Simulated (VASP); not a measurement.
# Ir in VASP: further runs

Ir is run at these levels: LDA; tasks: single point.

All numbers are computed with VASP 6.6.1; they aren't measurements. Logs are shortened: lines on timing, memory, paths and dates and some standing lists are left out, and cuts for length are marked.

**1. The cell of the first run**

The structure is cubic, space group Fm-3m (No. 225). Conventional cell: a = 3.532 Å, b = 3.532 Å, c = 3.532 Å, α = 90.00°, β = 90.00°, γ = 90.00°. Within 3.3 Å of Ir (site symmetry m-3m) lie 12 Ir at 2.50 Å.

**2. Single point, LDA (strain -0.080 along x and y, -0.080 along z)**

File INCAR:

```
  ALGO = Fast
  EDIFF = 1E-7
  ENCUT = 520
  ISIF = 2
  ISMEAR = 0
  LASPH = T
  LCHARG = F
  LREAL = F
  LWAVE = F
  NBANDS = 10
  NELM = 60
  PREC = Accurate
  SIGMA = 0.15
```

File KPOINTS:

```
k-points
0
Gamma
  22 22 22
```

File POSCAR:

```
Ir
1.0
    0.0000000000      1.7661240000      1.7661240000
    1.7661240000      0.0000000000      1.7661240000
    1.7661240000      1.7661240000      0.0000000000
Ir
1
Direct
    0.0000000000      0.0000000000      0.0000000000
```

Potentials or basis: VASP PAW LDA potentials, release 64 (Ir).

The run is started by

```bash
$ cat potpaw_LDA.64/Ir/POTCAR > POTCAR
$ mpirun -np 1 vasp_std > vasp.out
```

OUTCAR:

```text
EDIFF = 1E-7
   ENCUT = 520
   ISIF = 2
   ISMEAR = 0
   LASPH = T
   LREAL = F
   NELM = 60
   PREC = Accurate

 ion  position               nearest neighbor table
   1  0.000  0.000  0.000-

  LATTYP: Found a face centered cubic cell.
 ALAT       =     3.5322480000

  Lattice vectors:

 A1 = (   0.0000000000,   1.7661240000,   1.7661240000)
 A2 = (   1.7661240000,   0.0000000000,   1.7661240000)
 A3 = (   1.7661240000,   1.7661240000,   0.0000000000)

Analysis of symmetry for initial positions (statically):
=====================================================================
 Subroutine PRICEL returns:
 Original cell was already a primitive cell.

 Routine SETGRP: Setting up the symmetry group for a
 face centered cubic supercell.

 Subroutine GETGRP returns: Found 48 space group operations
 (whereof 48 operations were pure point group operations)
 out of a pool of 48 trial point group operations.

The static configuration has the point symmetry O_h .

Analysis of symmetry for dynamics (positions and initial velocities):
=====================================================================
 Subroutine PRICEL returns:
 Original cell was already a primitive cell.

 Routine SETGRP: Setting up the symmetry group for a
 face centered cubic supercell.

 Subroutine GETGRP returns: Found 48 space group operations
 (whereof 48 operations were pure point group operations)
 out of a pool of 48 trial point group operations.

The dynamic configuration has the point symmetry O_h .

 Subroutine INISYM returns: Found 48 space group operations
 (whereof 48 operations are pure point group operations),
 and found     1 'primitive' translations

----------------------------------------------------------------------------------------

                                     Primitive cell

  volume of cell :      11.0178

  direct lattice vectors                    reciprocal lattice vectors
     0.000000000  1.766124000  1.766124000    -0.283105829  0.283105829  0.283105829
     1.766124000  0.000000000  1.766124000     0.283105829 -0.283105829  0.283105829
     1.766124000  1.766124000  0.000000000     0.283105829  0.283105829 -0.283105829

  length of vectors
     2.497676514  2.497676514  2.497676514     0.490353681  0.490353681  0.490353681

  position of ions in fractional coordinates (direct lattice)
     0.000000000  0.000000000  0.000000000

  ion indices of the primitive-cell ions
   primitive index   ion index
                 1           1

----------------------------------------------------------------------------------------

 KPOINTS: k-points

Automatic generation of k-mesh.
 Grid dimensions read from file:
 generate k-points for:   22   22   22

 Generating k-lattice:

  Cartesian coordinates                     Fractional coordinates (reciprocal lattice)
    -0.012868447  0.012868447  0.012868447     0.045454545  0.000000000  0.000000000
     0.012868447 -0.012868447  0.012868447     0.000000000  0.045454545  0.000000000
     0.012868447  0.012868447 -0.012868447     0.000000000  0.000000000  0.045454545

  Length of vectors
     0.022288804  0.022288804  0.022288804

  Shift w.r.t. Gamma in fractional coordinates (k-lattice)
     0.000000000  0.000000000  0.000000000

 Subroutine IBZKPT returns following result:
 ===========================================

 Found    328 irreducible k-points:

 Following reciprocal coordinates:
            Coordinates               Weight
  0.000000  0.000000  0.000000      1.000000
  0.045455  0.000000  0.000000      8.000000
  0.090909  0.000000  0.000000      8.000000
  0.136364  0.000000  0.000000      8.000000
  0.181818  0.000000  0.000000      8.000000
  0.227273  0.000000  0.000000      8.000000
[... 16 lines left out ...]
  0.500000  0.045455  0.000000     24.000000
 -0.454545  0.045455  0.000000     24.000000
 [... further k-points ...]
   k-points           NKPTS =    328   k-points in BZ     NKDIM =    328   number of bands    NBANDS=     10
   number of dos      NEDOS =    301   number of ions     NIONS =      1
   total plane-waves  NPLWV =   8000
   dimension x,y,z NGX =    20 NGY =   20 NGZ =   20
   dimension x,y,z NGXF=    40 NGYF=   40 NGZF=   40
   ions per type =               1
   NGX,Y,Z   is equivalent  to a cutoff of  13.31, 13.31, 13.31 a.u.
   NGXF,Y,Z  is equivalent  to a cutoff of  26.62, 26.62, 26.62 a.u.
 SYSTEM =  unknown system
   PREC   = accura    normal or accurate (medium, high low for compatibility)
   ISTART =      0    job   : 0-new  1-cont  2-samecut
   ICHARG =      2    charge: 1-file 2-atom 10-const
   ISPIN  =      1    spin polarized calculation?
   LNONCOLLINEAR =      F non collinear calculations
   LSORBIT =      F    spin-orbit coupling
   LASPH  =      T    aspherical Exc in radial PAW
   ENCUT  =  520.0 eV  38.22 Ry    6.18 a.u.   4.64  4.64  4.64*2*pi/ulx,y,z
   NELM   =     60;   NELMIN=  2; NELMDL= -5     # of ELM steps
   EDIFF  = 0.1E-06   stopping-criterion for ELM
   LREAL  =      F    real-space projection
   EDIFFG = 0.1E-05   stopping-criterion for IOM
   NSW    =      0    number of steps for IOM
   IBRION =     -1    ionic relax: 0-MD 1-quasi-New 2-CG
   NFREE  =      0    steps in history (QN), initial steepest desc. (CG)
   ISIF   =      2    stress and relaxation
   ISYM   =      2    0-nonsym 1-usesym 2-fastsym
   POTIM  = 0.5000    time-step for ionic-motion
   TEBEG  =    0.0;   TEEND  =   0.0 temperature during run
   PSTRESS=    0.0 pullay stress
   NELECT =       9.0000    total number of electrons
   NUPDOWN=      -1.0000    fix difference up-down
   EMIN   =  10.00;   EMAX   =-10.00  energy-range for DOS
   EFERMI =   0.00;   METHOD = LEGACY
   ISMEAR =     0;   SIGMA  =   0.15  broadening in eV -4-tet -1-fermi 0-gaus
   EFERMI_NEDOS =   21; number of points for ismear=-14 and -15
   IALGO  =     68    algorithm
   IMIX   =      4    mixing-type and parameters
     AMIX     =   0.40;   BMIX     =  1.00
     AMIX_MAG =   1.60;   BMIX_MAG =  1.00
  volume/ion in A,a.u.               =      11.02        74.35
  Fermi-wavevector in a.u.,A,eV,Ry     =   1.530351  2.891945 31.864507  2.341975
  Thomas-Fermi vector in A             =   2.637846
   LORBIT       =      0    0 simple, 1 ext, 2 COOP (PROOUT), +10 PAW based schemes
   GGA     = CA    functional components
   LHFCALC =     F    Hartree Fock is set to
   AEXX    =    0.0000 exact exchange contribution
   IVDW    =     0    specifies the selected vdW correction
   LEPSILON=     F    determine dielectric tensor
   LRPA    =     F    only Hartree local field effects (RPA)
 non-spin polarized calculation
 RMM-DIIS sequential band-by-band and
 Gauss-broadening in eV      SIGMA  =   0.15
  energy-cutoff  :      520.00
  volume of cell :       11.02
 maximum number of plane-waves:       307
   NGX =  9   NGY =  9   NGZ =  9

 number of electron       9.0000000 magnetization

 Free energy of the ion-electron system (eV)
  ---------------------------------------------------
  ext. energy  EPLUGINS =         0.00000000
  ---------------------------------------------------
  free energy    TOTEN  =        -9.10153442 eV

  energy without entropy =       -9.09347567  energy(sigma->0) =       -9.09750505

 E-fermi :  15.2848     XC(G=0): -15.6194

 val. band max:       15.2834476162   @ k =  -0.3636   0.2727   0.0000
 cond. band min:      15.2864322384   @ k =   0.3636   0.1818   0.0000
 fundamental gap:      0.0029846222
 Fermi energy:        15.2847754937

 k-point     1 :       0.0000    0.0000    0.0000
  band No.  band energies     occupation
      1       1.3369      2.00000
      2       9.5929      2.00000
      3       9.5929      2.00000
      4       9.5929      2.00000
      5      13.6078      2.00000
      6      13.6078      2.00000
      7      28.7858      0.00000
      8      35.9416      0.00000
      9      35.9416      0.00000
     10      35.9416      0.00000

 k-point     2 :       0.0455    0.0000    0.0000
  band No.  band energies     occupation
      1       1.4603      2.00000
      2       9.5168      2.00000
      3       9.6507      2.00000
      4       9.6507      2.00000
      5      13.5607      2.00000
      6      13.5607      2.00000
      7      29.0196      0.00000
      8      35.3453      0.00000
      9      36.1609      0.00000
     10      36.1609      0.00000

 k-point     3 :       0.0909    0.0000    0.0000
  band No.  band energies     occupation
      1       1.8185      2.00000
      2       9.3151      2.00000
      3       9.8099      2.00000
      4       9.8099      2.00000
      5      13.4432      2.00000
      6      13.4432      2.00000
      7      29.6797      0.00000
      8      34.1132      0.00000
      9      36.8045      0.00000
     10      36.8045      0.00000

 k-point     4 :       0.1364    0.0000    0.0000
  band No.  band energies     occupation
      1       2.3715      2.00000
      2       9.0632      2.00000
      3      10.0230      2.00000
      4      10.0230      2.00000
      5      13.3264      2.00000
      6      13.3264      2.00000
      7      30.5859      0.00000
      8      32.8880      0.00000
      9      37.8336      0.00000
     10      37.8336      0.00000

 k-point     5 :       0.1818    0.0000    0.0000
  band No.  band energies     occupation
      1       3.0385      2.00000
      2       8.8790      2.00000
      3      10.2018      2.00000
      4      10.2018      2.00000
      5      13.3262      2.00000
      6      13.3262      2.00000
      7      30.7867      0.00000
      8      32.6540      0.00000
      9      39.1931      0.00000
     10      39.1931      0.00000

 k-point     6 :       0.2273    0.0000    0.0000
  band No.  band energies     occupation
      1       3.6811      2.00000
      2       8.9253      2.00000
      3      10.2485      2.00000
      4      10.2485      2.00000
      5      13.5604      2.00000
      6      13.5604      2.00000
      7      29.8584      0.00000
      8      33.5864      0.00000
      9      40.8170      0.00000
     10      40.8170      0.00000

 k-point     7 :       0.2727    0.0000    0.0000
  band No.  band energies     occupation
      1       4.1301      2.00000
      2       9.3737      2.00000
      3      10.1421      2.00000
      4      10.1421      2.00000
      5      14.0537      2.00000
      6      14.0537      2.00000
      7      28.8678      0.00000
      8      33.9803      0.00000
      9      42.4048      0.00000
     10      42.6038      0.00000

 k-point     8 :       0.3182    0.0000    0.0000
  band No.  band energies     occupation
      1       4.3134      2.00000
      2       9.9468      2.00000
      3       9.9468      2.00000
      4      10.2702      2.00000
      5      14.7237      2.00000
      6      14.7237      2.00000
      7      27.9861      0.00000
      8      33.0899      0.00000
      9      41.8795      0.00000
     10      41.8914      0.00000

 k-point     9 :       0.3636    0.0000    0.0000
  band No.  band energies     occupation
      1       4.3119      2.00000
      2       9.7358      2.00000
      3       9.7358      2.00000
      4      11.4693      2.00000
      5      15.4511      0.11688
      6      15.4511      0.11688
      7      27.2183      0.00000
      8      31.4439      0.00000
      9      39.9879      0.00000
     10      39.9879      0.00000
[... 118 lines left out ...]
 k-point    19 :       0.3182    0.0455    0.0000
  band No.  band energies     occupation
      1       4.3870      2.00000
      2       9.6906      2.00000
      3       9.9459      2.00000
      4      10.1431      2.00000
      5      14.2194      2.00000
      6      14.9557      1.99808
      7      28.4557      0.00000
      8      33.5631      0.00000
      9      41.2678      0.00000
     10      41.3756      0.00000

 k-point    20 :       0.3636    0.0455    0.0000
  band No.  band energies     occupation
      1       4.4318      2.00000
      2       9.6798      2.00000
      3       9.9346      2.00000
      4      10.7830      2.00000
      5      15.0727      1.95443
      6      15.6281      0.00121
      7      27.6208      0.00000
      8      32.0456      0.00000
      9      39.7228      0.00000
     10      40.7956      0.00000

 k-point    21 :       0.4091    0.0455    0.0000
  band No.  band energies     occupation
      1       4.3716      2.00000
      2       9.4776      2.00000
      3       9.7374      2.00000
      4      11.9766      2.00000
      5      15.9474      0.00000
      6      16.2348      0.00000
      7      26.8393      0.00000
      8      30.4092      0.00000
      9      38.3167      0.00000
     10      39.3017      0.00000

 k-point    22 :       0.4545    0.0455    0.0000
  band No.  band energies     occupation
      1       4.2973      2.00000
      2       9.3414      2.00000
      3       9.5875      2.00000
      4      13.0221      2.00000
      5      16.6462      0.00000
      6      16.7178      0.00000
      7      26.0910      0.00000
      8      29.2263      0.00000
      9      37.4013      0.00000
     10      38.0000      0.00000

 k-point    23 :       0.5000    0.0455    0.0000
  band No.  band energies     occupation
      1       4.2560      2.00000
      2       9.2863      2.00000
      3       9.5058      2.00000
      4      13.6116      2.00000
      5      16.7573      0.00000
      6      17.2142      0.00000
      7      25.6008      0.00000
      8      28.7045      0.00000
      9      37.1134      0.00000
     10      37.2037      0.00000

 k-point    24 :      -0.4545    0.0455    0.0000
  band No.  band energies     occupation
      1       4.2659      2.00000
      2       9.3162      2.00000
      3       9.5029      2.00000
      4      13.5139      2.00000
      5      16.5287      0.00000
      6      17.2852      0.00000
      7      25.7146      0.00000
      8      28.8079      0.00000
      9      37.0417      0.00000
     10      37.5006      0.00000

 [... further k-points ...]
[... 5 lines left out ...]
  --------------------------------------------------------------------------------------
  -------------------------------------------------------------------------------------
  Total       11.6496887     11.6496887     11.6496887      0.0000000     -0.0000000      0.0000000
  in kB     1694.0699169   1694.0699169   1694.0699169      0.0000000     -0.0000000      0.0000000
  external PRESSURE =    1694.0699169 kB  Pullay stress =       0.0000000 kB

 VOLUME and BASIS-vectors are now :
 -----------------------------------------------------------------------------
  energy-cutoff  :      520.00
  volume of cell :       11.02
      direct lattice vectors                 reciprocal lattice vectors
     0.000000000  1.766124000  1.766124000    -0.283105829  0.283105829  0.283105829
     1.766124000  0.000000000  1.766124000     0.283105829 -0.283105829  0.283105829
     1.766124000  1.766124000  0.000000000     0.283105829  0.283105829 -0.283105829

 POSITION                                       TOTAL-FORCE (eV/Angst)
 -----------------------------------------------------------------------------------
      0.00000      0.00000      0.00000        -0.000000      0.000000      0.000000
 -----------------------------------------------------------------------------------
    total drift:                                0.000000      0.000000     -0.000000

  FREE ENERGIE OF THE ION-ELECTRON SYSTEM (eV)
  ---------------------------------------------------
  free  energy   TOTEN  =        -9.1015344250 eV

  energy  without entropy=       -9.0934756722  energy(sigma->0) =       -9.09750505
```

It took 74 s on 1 thread of Intel Xeon 8259CL, shared host; peak memory 0.16 GiB.

Results:

```yaml
Free_energy: -9.1015 eV
Pressure: 169.4 GPa
```

Caveat: the cell differs from its parent crystal (strain -0.080 along x and y, -0.080 along z); spin-orbit coupling is left out, which moves the levels of the heavy elements.

**3. Single point, LDA (strain -0.080 along x and y, +0.000 along z)**

File INCAR:

```
ALGO     = Normal         # electronic algorithm
EDIFF    = 1E-6           # SCF threshold, eV
ENCUT    = 520            # plane-wave cutoff, eV
ISIF     = 2              # what is computed and relaxed
ISMEAR   = 0              # smearing method
LASPH    = True           # aspherical terms in the spheres
LCHARG   = True           # write CHGCAR
LELF     = True           # ELF
LREAL    = False          # projectors in reciprocal space
LVHAR    = True         
LWAVE    = False          # write WAVECAR
NBANDS   = 10             # bands
NELM     = 100            # most SCF steps
PREC     = Accurate       # precision mode
SIGMA    = 0.15           # smearing width, eV
```

KPOINTS is that of step 2.

File POSCAR:

```
Ir
1.0
    0.0000000000      1.7661240000      1.9197000000
    1.7661240000      0.0000000000      1.9197000000
    1.7661240000      1.7661240000      0.0000000000
Ir
1
Direct
    0.0000000000      0.0000000000      0.0000000000
```

Potentials or basis: VASP PAW LDA potentials, release 64 (Ir).

The run is started by

```bash
$ cat potpaw_LDA.64/Ir/POTCAR > POTCAR
$ mpirun -np 1 vasp_std > vasp.out
```

Run time: 2.1 min. Hardware: 1 thread of Intel Xeon 8259CL, shared host; peak memory 0.22 GiB.

The run converged. Its results:

* Free energy: -9.7541 eV
* Pressure: 91.4 GPa

Stress tensor (GPa, compression positive):
```
108.23   0.00   0.00
  0.00 108.23   0.00
  0.00   0.00  57.74
```

Levels at points of the mesh, in eV from the Fermi level:
| k point | band 2 | band 3 | band 4 | band 5 | band 6 | band 7 |
| --- | --- | --- | --- | --- | --- | --- |
| (0.00, 0.00, 0.00) | -5.88 | -4.46 | -4.46 | -2.51 | -0.53 | 14.03 |
| (0.50, 0.00, 0.00) | -5.81 | -4.41 | -1.00 | 0.93 | 1.62 | 9.35 |
| (0.50, 0.50, 0.00) | -9.31 | 0.61 | 1.45 | 1.97 | 1.97 | 11.42 |
| (0.50, 0.00, 0.50) | -9.34 | 1.07 | 1.27 | 2.59 | 2.85 | 11.39 |

Caveat: the cell differs from its parent crystal (strain -0.080 along x and y, +0.000 along z); spin-orbit coupling is left out, which moves the levels of the heavy elements.

**4. Single point, LDA (strain +0.000 along x and y, +0.080 along z)**

File INCAR:

```
PREC = Accurate
ENCUT = 520
EDIFF = 1E-7
ISMEAR = 0
SIGMA = 0.15
LREAL = False
LASPH = True
NELM = 80
ALGO = Normal
ISIF = 2
LWAVE = False
LCHARG = True
LELF = True
LVHAR = True
NBANDS = 10
```

File KPOINTS:

```
Automatic mesh
0
Gamma
  22 22 22
```

File POSCAR:

```
Ir
1.0
    0.0000000000      1.9197000000      2.0732760000
    1.9197000000      0.0000000000      2.0732760000
    1.9197000000      1.9197000000      0.0000000000
Ir
1
Direct
    0.0000000000      0.0000000000      0.0000000000
```

The run is started by

```bash
$ cat potpaw_LDA.64/Ir/POTCAR > POTCAR
$ mpirun -np 1 vasp_std > vasp.out
```

Wall time 2.1 min (1 thread of Intel Xeon 8259CL, shared host); peak memory 0.25 GiB.

The run converged. Its results:

| Property | Result |
| --- | --- |
| Free energy | -10.1356 eV |
| Pressure | -28.2 GPa |

Stress tensor (GPa, compression positive):
```
-20.63   0.00   0.00
  0.00 -20.63   0.00
  0.00   0.00 -43.46
```

Levels at points of the mesh, in eV from the Fermi level:
```tsv
k point	band 2	band 3	band 4	band 5	band 6	band 7
(0.00, 0.00, 0.00)	-4.05	-3.08	-3.08	-1.69	-0.44	14.61
(0.50, 0.00, 0.00)	-3.97	-3.02	-0.46	0.58	1.01	6.60
(0.50, 0.50, 0.00)	-6.50	0.84	0.90	1.23	1.23	8.24
(0.50, 0.00, 0.50)	-6.49	0.67	0.83	1.80	2.32	10.24
```

Caveat: the cell differs from its parent crystal (strain +0.000 along x and y, +0.080 along z); spin-orbit coupling is left out, which moves the levels of the heavy elements.

**5. Summary**

```csv
cell,gap on the mesh (eV),pressure (GPa)
"a = 2.498 Å, angles 60.0°, 1 atom",none,169.4
"a = 2.609, b = 2.609, c = 2.498 Å, angles 61.4, 61.4, 57.2°, 1 atom",none,91.4
"a = 2.826, b = 2.826, c = 2.715 Å, angles 61.3, 61.3, 57.4°, 1 atom",none,-28.2
```

Alike in all rows: task single point; level LDA; potentials or basis VASP PAW LDA potentials, release 64 (Ir); no spin polarisation; k mesh 22 × 22 × 22; cutoff (eV) 520; smearing gaussian 0.15 eV.

Caveats: spin-orbit coupling is left out, which moves the levels of the heavy elements.

Total energies depend on the potentials used, so only differences within one code and one set of settings carry meaning.
